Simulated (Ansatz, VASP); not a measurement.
# One calculation of HfO2, two programs

Contents of INCAR:

```
PREC = Accurate ; ENCUT = 520
EDIFF = 1E-6 ; ISMEAR = -1
SIGMA = 0.02 ; LREAL = False
LASPH = True ; NELM = 100
ALGO = Normal ; ISIF = 2
LWAVE = False ; LCHARG = False
GGA = PE ; NBANDS = 56
```

Contents of KPOINTS:

```
Automatic mesh
0
Gamma
  6 6 6
```

The input POSCAR:

```
HfO2
1.0
    5.2161421501      0.0000000000      0.0048542067
    0.0000000000      5.2850360726      0.0000000000
   -0.8921842010      0.0000000000      5.3267241385
Hf O
4 8
Direct
    0.2736221880      0.4550448514      0.7094626294
    0.7263778120      0.9550448514      0.7905373706
    0.7263778120      0.5449551486      0.2905373706
    0.2736221880      0.0449551486      0.2094626294
    0.4546957386      0.7425989613      0.9695812669
    0.5453042614      0.2425989613      0.5304187331
    0.5453042614      0.2574010387      0.0304187331
    0.4546957386      0.7574010387      0.4695812669
    0.0649132632      0.3243647198      0.3544687786
    0.9350867368      0.8243647198      0.1455312214
    0.9350867368      0.6756352802      0.6455312214
    0.0649132632      0.1756352802      0.8544687786
```

Input for Ansatz:

```yaml
crystal:
  lattice:
    - [5.2161421501, 0.0, 0.0048542067]
    - [0.0, 5.2850360726, 0.0]
    - [-0.892184201, 0.0, 5.3267241385]
  atoms:
    - { symbol: Hf, position: [0.273622188, 0.4550448514, 0.7094626294] }
    - { symbol: Hf, position: [0.726377812, 0.9550448514, 0.7905373706] }
    - { symbol: Hf, position: [0.726377812, 0.5449551486, 0.2905373706] }
    - { symbol: Hf, position: [0.273622188, 0.0449551486, 0.2094626294] }
    - { symbol: O, position: [0.4546957386, 0.7425989613, 0.9695812669] }
    - { symbol: O, position: [0.5453042614, 0.2425989613, 0.5304187331] }
    - { symbol: O, position: [0.5453042614, 0.2574010387, 0.0304187331] }
    - { symbol: O, position: [0.4546957386, 0.7574010387, 0.4695812669] }
    - { symbol: O, position: [0.0649132632, 0.3243647198, 0.3544687786] }
    - { symbol: O, position: [0.9350867368, 0.8243647198, 0.1455312214] }
    - { symbol: O, position: [0.9350867368, 0.6756352802, 0.6455312214] }
    - { symbol: O, position: [0.0649132632, 0.1756352802, 0.8544687786] }
kpoints:
  mp_grid: { grid: [6, 6, 6] }
  band_path:
    path:
      - [0.0, 0.0, 0.0]
      - [0.0, 0.5, 0.0]
      - [0.0, 0.5, 0.5]
      - [0.0, 0.0, 0.5]
      - [-0.5, 0.0, 0.5]
      - [-0.5, 0.5, 0.5]
      - [-0.5, 0.5, 0.0]
      - [-0.5, 0.0, 0.0]
    npoints: 1
hamiltonian:
  xc: pbe
scf:
  occupations: { method: fermi_dirac, width: 0.02 }
  n_extra_bands: 7
output:
  forces: true
  stress: true
  eigenvalues: true
```

Change from the starting cell: hydrostatic strain +2.0%.

Alike in both runs: task single point; functional PBE; k mesh 6 × 6 × 6; occupations fermi-dirac, width 0.02 eV; no spin polarisation.

|  | VASP | Ansatz |
| --- | --- | --- |
| version | VASP 6.6.1 | Ansatz 0.2.0 |
| potentials or method | VASP PAW PBE potentials, release 64 (Hf_pv, O) | plane waves, PAW |
| plane-wave cutoff (eV) | 520 | 420 |
| valence electrons in the cell | 88 | 152 |

|  | VASP | Ansatz | Ansatz less VASP |
| --- | --- | --- | --- |
| gap on the k mesh at the Fermi level (eV) | 4.07 | 4.11 | +0.043 |
| pressure (GPa) | -8.9 | -6.0 | +2.82 |
| traceless stress, the component that is largest in VASP (GPa) | -1.36 | -1.36 | +0.001 |
| rms of the force components (eV/Å) | 0.011 | 0.040 | +0.0288 |

Atom by atom the forces differ by 0.036 eV/Å (rms over components). VASP's potentials hold 88 valence electrons a cell and Ansatz's 152, so a difference there can come from the potentials and not from the codes.

Neither program's run includes spin-orbit coupling.
